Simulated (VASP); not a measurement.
Input of a VASP 6.6.1 run:

The input INCAR:

```
  PREC = Accurate
  ENCUT = 520
  EDIFF = 1E-6
  ISMEAR = 0
  SIGMA = 0.01
  LREAL = F
  LASPH = T
  NELM = 80
  ALGO = Normal
  ISIF = 2
  LWAVE = F
  LCHARG = F
  GGA = CA
  NBANDS = 11
```

KPOINTS

```
Automatic mesh
0
Gamma
  8 8 8
```

POSCAR

```
MgS
1.0
    0.0000000000      2.6015177399      2.6015177399
    2.6015177399      0.0000000000      2.6015177399
    2.6015177399      2.6015177399      0.0000000000
Mg S
1 1
Direct
    0.0000000000      0.0000000000      0.0000000000
    0.5000000000      0.5000000000      0.5000000000
```

Potentials or basis: VASP PAW LDA potentials, release 64 (Mg, S).

Launch:

```console
$ cat potpaw_LDA.64/Mg/POTCAR potpaw_LDA.64/S/POTCAR > POTCAR
$ mpirun -np 1 vasp_std > vasp.out
```

Q: What does it give for the band gap on the k mesh?

A: 2.56 eV (least direct gap 3.49 eV).

Q: Estimate the pressure.

A: -3.8 GPa.

Caveat: the cell stands under tension. A k mesh can miss the band edges.
